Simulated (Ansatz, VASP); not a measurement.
**Two plane-wave programs on TiAsW**

```
W Ti As
1.0
     0.00000    3.74833    0.00000
     3.74833    0.00000    0.00000
     1.87417    1.87417   -7.31423
W Ti As
2 2 2
Cartesian
  1.8742 1.8742 -2.6189
  3.7483 3.7483 -4.6953
  0.0000 1.8742 0.0000
  1.8742 0.0000 0.0000
  1.8742 1.8742 -5.4083
  3.7483 3.7483 -1.9059
```

Alike in both runs: task single point; functional r2SCAN; k mesh 5 × 5 × 5; occupations fermi-dirac, width 0.145 eV; no spin polarisation.

```csv
,VASP,Ansatz
version,VASP 6.6.1,Ansatz 0.2.0
potentials or method,"VASP PAW PBE potentials, release 64 (W_sv, Ti_sv, As), cutoff 520 eV",PAW plane waves
valence electrons in the cell,62,82
```

VASP gave:

* gap on the k mesh at the Fermi level (eV): none
* pressure (GPa): -16.2
* traceless stress, the component that is largest in VASP (GPa): -5.34
* rms of the force components (eV/Å): 0.414

**Question.** What did Ansatz give for the same quantities?

**Answer.** gap on the k mesh at the Fermi level (eV): none; pressure (GPa): -16.7; traceless stress, the component that is largest in VASP (GPa): -5.35; rms of the force components (eV/Å): 0.408.

VASP's potentials were made for PBE, not for r2SCAN. Atom by atom the forces differ by 0.006 eV/Å (rms over components). A gap of «none» marks a metal or a gap that the smearing closes. VASP's potentials hold 62 valence electrons a cell and Ansatz's 82, so a difference there can come from the potentials and not from the codes.

Neither program's run includes spin-orbit coupling.
